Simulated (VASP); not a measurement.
# Na2F in VASP: a series of runs

Runs on Na2F. Level: PBE+D3(BJ). Tasks: single point.

Everything below comes from runs of VASP 6.6.1. Logs are shortened: lines on timing, memory, paths and dates and some standing lists are left out, and cuts for length are marked.

### Step 1. The cell of the first run

The typed cell holds 6 atoms: a = 3.362 Å, b = 3.355 Å, c = 11.677 Å, α = 90.65°, β = 89.62°, γ = 120.22°.

### Step 2. Single point, PBE+D3(BJ)

File INCAR:

```
SYSTEM = Na2F
ALGO = Normal ; EDIFF = 1E-6
ENCUT = 520 ; GGA = PE
ISIF = 2 ; ISMEAR = 0
IVDW = 12 ; LASPH = .True.
LCHARG = .False. ; LREAL = .False.
LWAVE = .False. ; NBANDS = 30
NELM = 60 ; PREC = Accurate
SIGMA = 0.2
```

File KPOINTS:

```
k-points
0
Gamma
  6 6 2
  0 0 0
```

File POSCAR:

```
Na2F
1.0
    3.3615685652     -0.0045284728      0.0115296486
   -1.6847032759      2.9017643774     -0.0190883533
    0.0382802768     -0.0535773126     11.6770043739
Na F
4 2
Direct
    0.6709057849      0.3428372099      0.1164355876
    0.6604052523      0.3305491280      0.6163296392
    0.3290692403      0.6570819140      0.3835431711
    0.3391016185      0.6693516342      0.8836237835
   -0.0049392539      0.9937850135      0.5000068745
    0.0054573579      0.0063951005      0.0000609441
```

Potentials or basis: VASP PAW PBE potentials, release 64 (Na_pv, F).

Run with:

```sh
cat potpaw_PBE.64/Na_pv/POTCAR potpaw_PBE.64/F/POTCAR > POTCAR
mpirun -np 1 vasp_std > vasp.out
```

OUTCAR:

```text
SYSTEM = Na2F
   EDIFF = 1E-6
   ENCUT = 520
   GGA = PE
   ISIF = 2
   ISMEAR = 0
   IVDW = 12
   LASPH = .True.
   LREAL = .False.
   NELM = 60
   PREC = Accurate
 IVDW          = 12

 ion  position               nearest neighbor table
   1  0.671  0.343  0.116-
   2  0.660  0.331  0.616-
   3  0.329  0.657  0.384-
   4  0.339  0.669  0.884-
   5  0.995  0.994  0.500-
   6  0.005  0.006  0.000-

  LATTYP: Found a triclinic cell.
 ALAT       =     3.3615913878
 B/A-ratio  =     1.7282837580
 C/A-ratio  =     3.4737089329
 COS(alpha) =     0.0012419732
 COS(beta)  =     0.0067141323
 COS(gamma) =     0.8665583117

  Lattice vectors:

 A1 = (   3.3615685652,  -0.0045284728,   0.0115296486)
 A2 = (   5.0384338545,   2.8927074318,   0.0039709439)
 A3 = (   0.0382802768,  -0.0535773126,  11.6770043739)

Analysis of symmetry for initial positions (statically):
=====================================================================
 Subroutine PRICEL returns:
 Original cell was already a primitive cell.

 Routine SETGRP: Setting up the symmetry group for a
 triclinic supercell.

 Subroutine GETGRP returns: Found  1 space group operations
 (whereof  1 operations were pure point group operations)
 out of a pool of  2 trial point group operations.

The static configuration has the point symmetry C_1 .

Analysis of symmetry for dynamics (positions and initial velocities):
=====================================================================
 Subroutine PRICEL returns:
 Original cell was already a primitive cell.

 Routine SETGRP: Setting up the symmetry group for a
 triclinic supercell.

 Subroutine GETGRP returns: Found  1 space group operations
 (whereof  1 operations were pure point group operations)
 out of a pool of  2 trial point group operations.

The dynamic configuration has the point symmetry C_1 .

 Subroutine INISYM returns: Found  1 space group operations
 (whereof  1 operations are pure point group operations),
 and found     1 'primitive' translations

----------------------------------------------------------------------------------------

                                     Primitive cell

  volume of cell :     113.8103

  direct lattice vectors                    reciprocal lattice vectors
     3.361568565 -0.004528473  0.011529649     0.297713646  0.172845069 -0.000182922
    -1.684703276  2.901764377 -0.019088353     0.000459196  0.344894918  0.001580968
     0.038280277 -0.053577313 11.677004374    -0.000293206  0.000393134  0.085641167

  length of vectors
     3.361591388  3.355417410 11.677190033     0.344251167  0.344898847  0.085642572

  position of ions in fractional coordinates (direct lattice)
     0.670905785  0.342837210  0.116435588
     0.660405252  0.330549128  0.616329639
     0.329069240  0.657081914  0.383543171
     0.339101619  0.669351634  0.883623783
     0.995060746  0.993785014  0.500006875
     0.005457358  0.006395101  0.000060944

  ion indices of the primitive-cell ions
   primitive index   ion index
                 1           1
                 2           2
                 3           3
                 4           4
                 5           5
                 6           6

----------------------------------------------------------------------------------------

 KPOINTS: k-points

Automatic generation of k-mesh.
 Grid dimensions read from file:
 generate k-points for:    6    6    2

 Generating k-lattice:

  Cartesian coordinates                     Fractional coordinates (reciprocal lattice)
     0.049618941  0.028807511 -0.000030487     0.166666667 -0.000000000  0.000000000
     0.000076533  0.057482486  0.000263495     0.000000000  0.166666667  0.000000000
    -0.000146603  0.000196567  0.042820584    -0.000000000 -0.000000000  0.500000000

  Length of vectors
     0.057375195  0.057483141  0.042821286

  Shift w.r.t. Gamma in fractional coordinates (k-lattice)
     0.000000000  0.000000000  0.000000000

 Subroutine IBZKPT returns following result:
 ===========================================

 Found     40 irreducible k-points:

 Following reciprocal coordinates:
            Coordinates               Weight
  0.000000  0.000000  0.000000      1.000000
  0.166667  0.000000 -0.000000      2.000000
  0.333333  0.000000 -0.000000      2.000000
  0.500000  0.000000 -0.000000      1.000000
  0.000000  0.166667  0.000000      2.000000
  0.166667  0.166667  0.000000      2.000000
[... 16 lines left out ...]
  0.333333 -0.000000  0.500000      2.000000
  0.500000  0.000000  0.500000      1.000000
 [... further k-points ...]
   k-points           NKPTS =     40   k-points in BZ     NKDIM =     40   number of bands    NBANDS=     30
   number of dos      NEDOS =    301   number of ions     NIONS =      6
   total plane-waves  NPLWV =  70560
   dimension x,y,z NGX =    28 NGY =   28 NGZ =   90
   dimension x,y,z NGXF=    56 NGYF=   56 NGZF=  180
   ions per type =               4   2
   NGX,Y,Z   is equivalent  to a cutoff of  13.85, 13.87, 12.81 a.u.
   NGXF,Y,Z  is equivalent  to a cutoff of  27.69, 27.75, 25.63 a.u.
 SYSTEM =  Na2F
   PREC   = accura    normal or accurate (medium, high low for compatibility)
   ISTART =      0    job   : 0-new  1-cont  2-samecut
   ICHARG =      2    charge: 1-file 2-atom 10-const
   ISPIN  =      1    spin polarized calculation?
   LNONCOLLINEAR =      F non collinear calculations
   LSORBIT =      F    spin-orbit coupling
   LASPH  =      T    aspherical Exc in radial PAW
   ENCUT  =  520.0 eV  38.22 Ry    6.18 a.u.   6.25  6.24 21.71*2*pi/ulx,y,z
   NELM   =     60;   NELMIN=  2; NELMDL= -5     # of ELM steps
   EDIFF  = 0.1E-05   stopping-criterion for ELM
   LREAL  =      F    real-space projection
   EDIFFG = 0.1E-04   stopping-criterion for IOM
   NSW    =      0    number of steps for IOM
   IBRION =     -1    ionic relax: 0-MD 1-quasi-New 2-CG
   NFREE  =      0    steps in history (QN), initial steepest desc. (CG)
   ISIF   =      2    stress and relaxation
   ISYM   =      2    0-nonsym 1-usesym 2-fastsym
   POTIM  = 0.5000    time-step for ionic-motion
   TEBEG  =    0.0;   TEEND  =   0.0 temperature during run
   PSTRESS=    0.0 pullay stress
   NELECT =      42.0000    total number of electrons
   NUPDOWN=      -1.0000    fix difference up-down
   EMIN   =  10.00;   EMAX   =-10.00  energy-range for DOS
   EFERMI =   0.00;   METHOD = LEGACY
   ISMEAR =     0;   SIGMA  =   0.20  broadening in eV -4-tet -1-fermi 0-gaus
   EFERMI_NEDOS =   21; number of points for ismear=-14 and -15
   IALGO  =     38    algorithm
   IMIX   =      4    mixing-type and parameters
     AMIX     =   0.40;   BMIX     =  1.00
     AMIX_MAG =   1.60;   BMIX_MAG =  1.00
  volume/ion in A,a.u.               =      18.97       128.01
  Fermi-wavevector in a.u.,A,eV,Ry     =   1.174259  2.219028 18.760869  1.378885
  Thomas-Fermi vector in A             =   2.310659
   LORBIT       =      0    0 simple, 1 ext, 2 COOP (PROOUT), +10 PAW based schemes
   GGA     = PE    functional components
   LHFCALC =     F    Hartree Fock is set to
   AEXX    =    0.0000 exact exchange contribution
   IVDW    =    12    specifies the selected vdW correction
   LEPSILON=     F    determine dielectric tensor
   LRPA    =     F    only Hartree local field effects (RPA)
 non-spin polarized calculation
 Gauss-broadening in eV      SIGMA  =   0.20
  energy-cutoff  :      520.00
  volume of cell :      113.81
 maximum number of plane-waves:      3085
 NGX is ok and might be reduce to    28

 number of electron      42.0000038 magnetization

 Free energy of the ion-electron system (eV)
  ---------------------------------------------------
  ext. energy  EPLUGINS =         0.00000000
  ---------------------------------------------------
  free energy    TOTEN  =       -19.21482069 eV

  energy without entropy =      -19.19809004  energy(sigma->0) =      -19.20645536

 E-fermi :   1.9193     XC(G=0):  -7.8973

 val. band max:        1.9120924332   @ k =  -0.3333   0.3333   0.0000
 cond. band min:       1.9212881520   @ k =   0.3333   0.0000  -0.0000
 fundamental gap:      0.0091957188
 Fermi energy:         1.9192720122

 k-point     1 :       0.0000    0.0000    0.0000
  band No.  band energies     occupation
      1     -23.1665      2.00000
      2     -23.1532      2.00000
      3     -22.7684      2.00000
      4     -22.7681      2.00000
      5     -22.7663      2.00000
      6     -22.7660      2.00000
[... 22 lines left out ...]
     29      14.5773      0.00000
     30      14.7310      0.00000

 k-point     2 :       0.1667    0.0000   -0.0000
  band No.  band energies     occupation
      1     -23.1542      2.00000
      2     -23.1481      2.00000
      3     -22.7922      2.00000
      4     -22.7914      2.00000
      5     -22.7815      2.00000
      6     -22.7755      2.00000
[... 22 lines left out ...]
     29      11.4672      0.00000
     30      12.7784      0.00000

 k-point     3 :       0.3333    0.0000   -0.0000
  band No.  band energies     occupation
      1     -23.1516      2.00000
      2     -23.1494      2.00000
      3     -22.8330      2.00000
      4     -22.8278      2.00000
      5     -22.7971      2.00000
      6     -22.7883      2.00000
[... 22 lines left out ...]
     29      10.3052      0.00000
     30      10.6772      0.00000

 k-point     4 :       0.5000    0.0000   -0.0000
  band No.  band energies     occupation
      1     -23.1598      2.00000
      2     -23.1574      2.00000
      3     -22.8530      2.00000
      4     -22.8454      2.00000
      5     -22.7945      2.00000
      6     -22.7906      2.00000
[... 22 lines left out ...]
     29       9.7219      0.00000
     30       9.8580      0.00000

 k-point     5 :       0.0000    0.1667    0.0000
  band No.  band energies     occupation
      1     -23.1540      2.00000
      2     -23.1478      2.00000
      3     -22.7921      2.00000
      4     -22.7915      2.00000
      5     -22.7818      2.00000
      6     -22.7756      2.00000
[... 22 lines left out ...]
     29      11.4878      0.00000
     30      12.8032      0.00000
[... 526 lines left out ...]
     29      14.6453      0.00000
     30      14.6662      0.00000

 k-point    22 :       0.1667    0.0000    0.5000
  band No.  band energies     occupation
      1     -23.1520      2.00000
      2     -23.1503      2.00000
      3     -22.7938      2.00000
      4     -22.7885      2.00000
      5     -22.7813      2.00000
      6     -22.7792      2.00000
[... 22 lines left out ...]
     29      11.8067      0.00000
     30      11.9250      0.00000

 k-point    23 :       0.3333   -0.0000    0.5000
  band No.  band energies     occupation
      1     -23.1529      2.00000
      2     -23.1480      2.00000
      3     -22.8333      2.00000
      4     -22.8279      2.00000
      5     -22.7904      2.00000
      6     -22.7881      2.00000
[... 22 lines left out ...]
     29      10.1420      0.00000
     30      10.7278      0.00000

 k-point    24 :       0.5000    0.0000    0.5000
  band No.  band energies     occupation
      1     -23.1589      2.00000
      2     -23.1584      2.00000
      3     -22.8493      2.00000
      4     -22.8492      2.00000
      5     -22.7929      2.00000
      6     -22.7927      2.00000
[... 22 lines left out ...]
     29      10.0748      0.00000
     30      10.1392      0.00000

 [... further k-points ...]

------------------------ aborting loop because EDIFF is reached ----------------------------------------

 Edisp (eV)   -0.98908

 E8    (eV) :    -0.4515

  FORCE on cell =-STRESS in cart. coord.  units (eV):
  Direction    XX          YY          ZZ          XY          YZ          ZX
  --------------------------------------------------------------------------------------
  -------------------------------------------------------------------------------------
  Total      -0.10498    -0.03740    -0.05370     0.02331     0.01582    -0.00576
  in kB      -1.47786    -0.52649    -0.75591     0.32816     0.22268    -0.08111
  external pressure =       -0.92 kB  Pullay stress =        0.00 kB

 VOLUME and BASIS-vectors are now :
 -----------------------------------------------------------------------------
  energy-cutoff  :      520.00
  volume of cell :      113.81
      direct lattice vectors                 reciprocal lattice vectors
     3.361568565 -0.004528473  0.011529649     0.297713646  0.172845069 -0.000182922
    -1.684703276  2.901764377 -0.019088353     0.000459196  0.344894918  0.001580968
     0.038280277 -0.053577313 11.677004374    -0.000293206  0.000393134  0.085641167

 POSITION                                       TOTAL-FORCE (eV/Angst)
 -----------------------------------------------------------------------------------
      1.68217      0.98556      1.36081         0.001628      0.000018      0.003839
      1.68671      0.92316      7.19819         0.003376      0.001269      0.006025
      0.01388      1.88466      4.46989        -0.000527      0.000682     -0.003095
      0.04608      1.89342     10.30921        -0.000686     -0.000573     -0.004296
      1.68987      2.85243      5.83109        -0.002273     -0.000651     -0.001335
      0.00757      0.01853      0.00065        -0.001519     -0.000745     -0.001138
 -----------------------------------------------------------------------------------
    total drift:                                0.000018     -0.000129      0.000013

  FREE ENERGIE OF THE ION-ELECTRON SYSTEM (eV)
  ---------------------------------------------------
  free  energy   TOTEN  =       -20.2039043589 eV

  energy  without entropy=      -20.1871737061  energy(sigma->0) =      -20.19553903
```

It took 57 s on 1 thread of Intel Xeon 6975P-C (Granite Rapids), shared host; peak memory 0.29 GiB.

Results:

- Free energy: -20.2039 eV
- Pressure: -0.1 GPa
- Largest force: 0.007 eV/Å
- Band gap on the k mesh: zero (band 21 reaches 5.15 eV, above the bottom of band 22 at -0.21 eV)
- Dispersion energy per atom: -0.165 eV

Forces on the atoms (eV/Å):
```
Na   0.002  0.000  0.004
Na   0.003  0.001  0.006
Na  -0.001  0.001 -0.003
Na  -0.001 -0.001 -0.004
F   -0.002 -0.001 -0.001
F   -0.002 -0.001 -0.001
```

Caveat: the k points lie up to 0.36 Å⁻¹ apart; pairwise dispersion overbinds metals, which lowers pressure and volume.

### Step 3. Single point, PBE+D3(BJ)

This run uses another cell than the first one: it holds 3 atoms, not 6.

File INCAR:

```
SYSTEM = Na2F
PREC = Accurate ; ENCUT = 520
EDIFF = 1E-6 ; ISMEAR = 0
SIGMA = 0.1 ; LREAL = .False.
LASPH = .True. ; NELM = 60
ALGO = Normal ; ISIF = 2
LWAVE = .False. ; LCHARG = .False.
GGA = PE ; IVDW = 12
NBANDS = 18
```

File KPOINTS:

```
Automatic mesh
0
Gamma
  18 18 8
  0 0 0
```

File POSCAR:

```
Na2F
1.0
    3.3520685392      0.0000000000      0.0000000000
   -1.6760342696      2.9029765102      0.0000000000
    0.0000000000      0.0000000000      5.8388434143
Na F
2 1
Direct
    0.6666666667      0.3333333333      0.2328381641
    0.3333333333      0.6666666667      0.7671618359
    0.0000000000      0.0000000000      0.0000000000
```

Potentials or basis: VASP PAW PBE potentials, release 64 (Na_pv, F).

Run with:

```sh
cat potpaw_PBE.64/Na_pv/POTCAR potpaw_PBE.64/F/POTCAR > POTCAR
mpirun -np 1 vasp_std > vasp.out
```

Wall time 87 s (1 thread of Intel Xeon 6975P-C (Granite Rapids), shared host); peak memory 0.35 GiB.

It converged, with:

```
Free energy                : -10.0738 eV
Pressure                   : 0.0 GPa
Largest force              : 0.006 eV/Å
Dispersion energy per atom : -0.165 eV
```

Forces on the atoms (eV/Å):
```
Na   0.000  0.000  0.006
Na   0.000  0.000 -0.006
F    0.000  0.000  0.000
```

Levels at points of the mesh, in eV from the Fermi level:
| k point | band 7 | band 8 | band 9 | band 10 | band 11 | band 12 | band 13 | band 14 | band 15 | band 16 |
| --- | --- | --- | --- | --- | --- | --- | --- | --- | --- | --- |
| (0.00, 0.00, 0.00) | -24.34 | -6.58 | -5.85 | -5.85 | -2.76 | 2.75 | 2.98 | 11.29 | 12.57 | 12.57 |
| (0.50, 0.00, 0.00) | -24.27 | -6.90 | -6.25 | -6.04 | 1.54 | 1.82 | 5.12 | 6.80 | 7.53 | 7.68 |
| (0.00, 0.00, 0.50) | -24.32 | -6.69 | -5.85 | -5.85 | -1.93 | 0.17 | 6.64 | 7.86 | 12.47 | 12.47 |
| (0.50, 0.00, 0.50) | -24.27 | -6.89 | -6.27 | -6.04 | 1.71 | 2.05 | 4.84 | 4.96 | 8.39 | 9.98 |

Caveat: an odd number of electrons without spin polarisation forces a metal; a magnetic or distorted state may lie lower; pairwise dispersion overbinds metals, which lowers pressure and volume.
